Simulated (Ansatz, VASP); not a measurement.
**One calculation of SnSe2, two programs**

INCAR

```
SYSTEM = SnSe2
PREC = Accurate
ENCUT = 520
EDIFF = 1E-6
ISMEAR = 0
SIGMA = 0.01
LREAL = .False.
LASPH = .True.
NELM = 60
ALGO = Normal
ISIF = 2
LWAVE = .False.
LCHARG = .True.
GGA = PE
LELF = .True.
LVHAR = .True.
NBANDS = 35
```

Contents of KPOINTS:

```
Automatic mesh
0
Gamma
  6 6 6
  0 0 0
```

POSCAR

```
SnSe2
1.0
   -2.8143962742      2.8143962742      5.5112834773
    2.8143962742     -2.8143962742      5.5112834773
    2.8143962742      2.8143962742     -5.5112834773
Sn Se
2 4
Direct
    0.7500000000      0.2500000000      0.5000000000
    0.0000000000      0.0000000000      0.0000000000
    0.5193771699      0.0193771699      0.5000000000
    0.7693771699      0.7693771699      0.0000000000
    0.2306228301      0.2306228301      0.0000000000
    0.9806228301      0.4806228301      0.5000000000
```

Input for Ansatz:

```yaml
crystal:
  lattice:
    - [-2.8143962742, 2.8143962742, 5.5112834773]
    - [2.8143962742, -2.8143962742, 5.5112834773]
    - [2.8143962742, 2.8143962742, -5.5112834773]
  atoms:
    - { symbol: Sn, position: [0.75, 0.25, 0.5] }
    - { symbol: Sn, position: [0.0, 0.0, 0.0] }
    - { symbol: Se, position: [0.5193771699, 0.0193771699, 0.5] }
    - { symbol: Se, position: [0.7693771699, 0.7693771699, 0.0] }
    - { symbol: Se, position: [0.2306228301, 0.2306228301, 0.0] }
    - { symbol: Se, position: [0.9806228301, 0.4806228301, 0.5] }
kpoints:
  mp_grid: { grid: [6, 6, 6] }
  band_path:
    path:
      - [0.0, 0.0, 0.0]
      - [0.0, 0.0, 0.5]
      - [0.25, 0.25, 0.25]
      - [0.0, 0.5, 0.0]
      - [0.5, 0.5, -0.5]
      - [0.315193606, 0.684806394, -0.315193606]
      - [-0.315193606, 0.315193606, 0.315193606]
      - [-0.1303872119, 0.1303872119, 0.5]
      - [0.5, 0.5, -0.1303872119]
      - [0.140625, 0.223958, 0.317708]
      - [0.46875, 0.46875, -0.46875]
    npoints: 1
hamiltonian:
  xc: pbe
scf:
  occupations: { method: fixed }
  n_extra_bands: 5
output:
  forces: true
  stress: true
  eigenvalues: true
```

Alike in both runs: task single point; functional PBE; k mesh 6 × 6 × 6; no spin polarisation.

|  | VASP | Ansatz |
| --- | --- | --- |
| version | VASP 6.6.1 | Ansatz 0.2.0 |
| potentials or method | VASP PAW PBE potentials, release 64 (Sn_d, Se) | plane waves, PAW |
| plane-wave cutoff (eV) | 520 | 420 |
| occupations | gaussian, width 0.01 eV | fixed |
| valence electrons in the cell | 52 | 92 |

|  | VASP | Ansatz | Ansatz less VASP |
| --- | --- | --- | --- |
| gap on the k mesh at the Fermi level (eV) | 0.33 | 0.33 | -0.002 |
| pressure (GPa) | 1.9 | 1.9 | -0.04 |
| traceless stress, the component that is largest in VASP (GPa) | 0.66 | 0.64 | -0.023 |
| rms of the force components (eV/Å) | 0.099 | 0.096 | -0.0033 |

Atom by atom the forces differ by 0.003 eV/Å (rms over components). VASP's potentials hold 52 valence electrons a cell and Ansatz's 92, so a difference there can come from the potentials and not from the codes.
